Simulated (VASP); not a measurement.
AlMoW3, 10 atoms in the cell. The typed cell holds 10 atoms: a = 3.233 Å, b = 6.463 Å, c = 7.923 Å, α = 78.24°, β = 101.74°, γ = 89.98°. 

```yaml
Program: VASP 6.6.1
Task: single point
Functional: PBE
Potentials_or_basis: VASP PAW PBE potentials, release 64 (Al, Mo_sv, W_sv)
Cutoff: 520 eV
k_mesh: 6 × 4 × 4
Occupations: gaussian, width 0.2 eV
Spin: no spin polarisation
Dipole_correction: no
Further_INCAR_settings: ALGO = Fast; EDIFF = 1e-06; NBANDS = 70
```

Potentials or basis: VASP PAW PBE potentials, release 64 (Al, Mo_sv, W_sv).

Run with:

```sh
$ cat potpaw_PBE.64/Al/POTCAR potpaw_PBE.64/Mo_sv/POTCAR potpaw_PBE.64/W_sv/POTCAR > POTCAR
$ mpirun -np 1 vasp_std > vasp.out
```

Hardware: 1 thread of Intel Xeon 8259CL (shared host).

Question: How long does it take, and how much memory?

Answer: Run time: 18 min on 1 thread of Intel Xeon 8259CL, with other jobs on the host, peak memory 0.55 GiB. Counts: scf iterations 19, k points 52.
